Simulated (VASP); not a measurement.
# In in VASP: single point with PBE

Aim: the single point of In with PBE.

Everything below comes from runs of VASP 6.6.1. Logs are shortened: lines on timing, memory, paths and dates and some standing lists are left out, and cuts for length are marked.

## 1. The cell of the first run

The cell holds a slab with vacuum, 4 atoms: a = 3.389 Å, b = 3.389 Å, c = 24.300 Å, α = 90.00°, β = 90.00°, γ = 120.00°.

## 2. Single point, PBE

Input file INCAR:

```
  PREC = Accurate
  ENCUT = 520
  EDIFF = 1E-6
  ISMEAR = -1
  SIGMA = 0.08
  LREAL = False
  LASPH = True
  NELM = 80
  ALGO = Normal
  ISIF = 2
  LWAVE = False
  LCHARG = False
  GGA = PE
  NBANDS = 34
```

Input file KPOINTS:

```
Automatic mesh
0
Gamma
  14 14 1
```

Input file POSCAR:

```
In
1.0
    3.3886613688      0.0000000000      0.0000000000
   -1.6943306844      2.9346668302      0.0000000000
    0.0000000000      0.0000000000     24.3005000000
In
4
Direct
    0.0000000000      0.0000000000      0.3345074082
    0.3333333333      0.6666666667      0.4451810317
    0.6666666667      0.3333333333      0.5548189681
    0.0000000000      0.0000000000      0.6654925913
```

Potentials or basis: VASP PAW PBE potentials, release 64 (In_d).

Launch:

```console
> cat potpaw_PBE.64/In_d/POTCAR > POTCAR
> mpirun -np 1 vasp_std > vasp.out
```

OUTCAR:

```text
PREC = Accurate
   ENCUT = 520
   EDIFF = 1E-6
   ISMEAR = -1
   LREAL = False
   LASPH = True
   NELM = 80
   ISIF = 2
   GGA = PE

 ion  position               nearest neighbor table
   1  0.000  0.000  0.335-   2 3.33   2 3.33   2 3.33
   2  0.333  0.667  0.445-   3 3.31   3 3.31   3 3.31   1 3.33   1 3.33   1 3.33
   3  0.667  0.333  0.555-   2 3.31   2 3.31   2 3.31   4 3.33   4 3.33   4 3.33
   4  0.000  0.000  0.665-   3 3.33   3 3.33   3 3.33

  LATTYP: Found a hexagonal cell.
 ALAT       =     3.3886613688
 C/A-ratio  =     7.1711207923

  Lattice vectors:

 A1 = (   3.3886613688,   0.0000000000,   0.0000000000)
 A2 = (  -1.6943306844,   2.9346668302,   0.0000000000)
 A3 = (   0.0000000000,   0.0000000000,  24.3005000000)

Analysis of symmetry for initial positions (statically):
=====================================================================
 Subroutine PRICEL returns:
 Original cell was already a primitive cell.

 Routine SETGRP: Setting up the symmetry group for a
 hexagonal supercell.

 Subroutine GETGRP returns: Found 12 space group operations
 (whereof 12 operations were pure point group operations)
 out of a pool of 24 trial point group operations.

The static configuration has the point symmetry D_3d.

Analysis of symmetry for dynamics (positions and initial velocities):
=====================================================================
 Subroutine PRICEL returns:
 Original cell was already a primitive cell.

 Routine SETGRP: Setting up the symmetry group for a
 hexagonal supercell.

 Subroutine GETGRP returns: Found 12 space group operations
 (whereof 12 operations were pure point group operations)
 out of a pool of 24 trial point group operations.

The dynamic configuration has the point symmetry D_3d.

 Subroutine INISYM returns: Found 12 space group operations
 (whereof 12 operations are pure point group operations),
 and found     1 'primitive' translations

----------------------------------------------------------------------------------------

                                     Primitive cell

[... 85 lines left out ...]
   ISTART =      0    job   : 0-new  1-cont  2-samecut
   ICHARG =      2    charge: 1-file 2-atom 10-const
   ISPIN  =      1    spin polarized calculation?
   LNONCOLLINEAR =      F non collinear calculations
   LSORBIT =      F    spin-orbit coupling
   LASPH  =      T    aspherical Exc in radial PAW
   ENCUT  =  520.0 eV  38.22 Ry    6.18 a.u.   6.30  6.30 45.18*2*pi/ulx,y,z
   NELM   =     80;   NELMIN=  2; NELMDL= -5     # of ELM steps
   EDIFF  = 0.1E-05   stopping-criterion for ELM
   LREAL  =      F    real-space projection
   EDIFFG = 0.1E-04   stopping-criterion for IOM
   NSW    =      0    number of steps for IOM
   IBRION =     -1    ionic relax: 0-MD 1-quasi-New 2-CG
   NFREE  =      0    steps in history (QN), initial steepest desc. (CG)
   ISIF   =      2    stress and relaxation
   ISYM   =      2    0-nonsym 1-usesym 2-fastsym
   POTIM  = 0.5000    time-step for ionic-motion
   TEBEG  =    0.0;   TEEND  =   0.0 temperature during run
   PSTRESS=    0.0 pullay stress
   NELECT =      52.0000    total number of electrons
   NUPDOWN=      -1.0000    fix difference up-down
   EMIN   =  10.00;   EMAX   =-10.00  energy-range for DOS
   EFERMI =   0.00;   METHOD = LEGACY
   ISMEAR =    -1;   SIGMA  =   0.08  broadening in eV -4-tet -1-fermi 0-gaus
   EFERMI_NEDOS =   21; number of points for ismear=-14 and -15
   IALGO  =     38    algorithm
   IMIX   =      4    mixing-type and parameters
     AMIX     =   0.40;   BMIX     =  1.00
     AMIX_MAG =   1.60;   BMIX_MAG =  1.00
  volume/ion in A,a.u.               =      60.41       407.70
  Fermi-wavevector in a.u.,A,eV,Ry     =   0.981014  1.853848 13.094091  0.962389
  Thomas-Fermi vector in A             =   2.111988
   LORBIT       =      0    0 simple, 1 ext, 2 COOP (PROOUT), +10 PAW based schemes
   GGA     = PE    functional components
   LHFCALC =     F    Hartree Fock is set to
   AEXX    =    0.0000 exact exchange contribution
   IVDW    =     0    specifies the selected vdW correction
   LEPSILON=     F    determine dielectric tensor
   LRPA    =     F    only Hartree local field effects (RPA)
 non-spin polarized calculation
  energy-cutoff  :      520.00
  volume of cell :      241.66
 maximum number of plane-waves:      6535
 NGX is ok and might be reduce to    28
   NGX = 13   NGY = 13   NGZ = 91

 number of electron      52.0000006 magnetization

 Free energy of the ion-electron system (eV)
  ---------------------------------------------------
  ext. energy  EPLUGINS =         0.00000000
  ---------------------------------------------------
  free energy    TOTEN  =        -9.89431750 eV

  energy without entropy =       -9.85068928  energy(sigma->0) =       -9.87250339

 E-fermi :   1.1664     XC(G=0):  -5.1180

 val. band max:        1.1370127688   @ k =   0.2857   0.0714   0.0000
 cond. band min:       1.1687468020   @ k =   0.4286   0.1429   0.0000
 fundamental gap:      0.0317340332
 Fermi energy:         1.1664226612

 k-point     1 :       0.0000    0.0000    0.0000
  band No.  band energies     occupation
      1     -13.5065      2.00000
      2     -13.4809      2.00000
      3     -13.4572      2.00000
      4     -13.4528      2.00000
      5     -13.4528      2.00000
      6     -13.4421      2.00000
[... 877 lines left out ...]
     33       4.5423      0.00000
     34       5.2391      0.00000

------------------------ aborting loop because EDIFF is reached ----------------------------------------

  FORCE on cell =-STRESS in cart. coord.  units (eV):
  Direction    XX          YY          ZZ          XY          YZ          ZX
  --------------------------------------------------------------------------------------
  -------------------------------------------------------------------------------------
  Total       -0.3654427     -0.3654427     -0.0005930      0.0000000      0.0000000     -0.0000000
  in kB       -2.4228566     -2.4228566     -0.0039316      0.0000000      0.0000000     -0.0000000
  external PRESSURE =      -1.6165483 kB  Pullay stress =       0.0000000 kB

 VOLUME and BASIS-vectors are now :
 -----------------------------------------------------------------------------
  energy-cutoff  :      520.00
  volume of cell :      241.66
      direct lattice vectors                 reciprocal lattice vectors
     3.388661369  0.000000000  0.000000000     0.295101779  0.170377092  0.000000000
    -1.694330684  2.934666830  0.000000000     0.000000000  0.340754184  0.000000000
     0.000000000  0.000000000 24.300500000     0.000000000  0.000000000  0.041151417

 POSITION                                       TOTAL-FORCE (eV/Angst)
 -----------------------------------------------------------------------------------
      0.00000      0.00000      8.12870        -0.000000      0.000000     -0.006834
     -0.00000      1.95644     10.81812         0.000000     -0.000000      0.005088
      1.69433      0.97822     13.48238        -0.000000      0.000000     -0.005088
      0.00000      0.00000     16.17180         0.000000     -0.000000      0.006834
 -----------------------------------------------------------------------------------
    total drift:                                0.000000     -0.000000      0.000011

  FREE ENERGIE OF THE ION-ELECTRON SYSTEM (eV)
  ---------------------------------------------------
  free  energy   TOTEN  =        -9.8943175030 eV

  energy  without entropy=       -9.8506892817  energy(sigma->0) =       -9.87250339
```

stdout:

```text
POSCAR found type information on POSCAR In
 POSCAR found :  1 types and       4 ions
 scaLAPACK will be used
 LDA part: xc-table for (Slater+PW92), standard interpolation
 POSCAR, INCAR and KPOINTS ok, starting setup
 FFT: planning ... GRIDC
 FFT: planning ... GRID_SOFT
 FFT: planning ... GRID
 WAVECAR not read
 entering main loop
```

Run time: 3 min. Hardware: 1 thread of Intel Xeon 6975P-C (Granite Rapids), shared host; peak memory 0.46 GiB.

Results:

```yaml
Free_energy: -9.8943 eV
Largest_force: 0.007 eV/Å
Band_gap_on_the_k_mesh: zero (bands 26 and 27 overlap by 2.24 eV)
```

Forces in eV/Å, atoms in the order of the input:
```
In   0.000  0.000 -0.007
In   0.000  0.000  0.005
In   0.000  0.000 -0.005
In   0.000  0.000  0.007
```

Caveat: there is no dipole correction, which matters where the two faces differ; spin-orbit coupling is left out, which moves the levels of the heavy elements.

The gap in the log of VASP goes by the Fermi energy; the results here count the filled bands.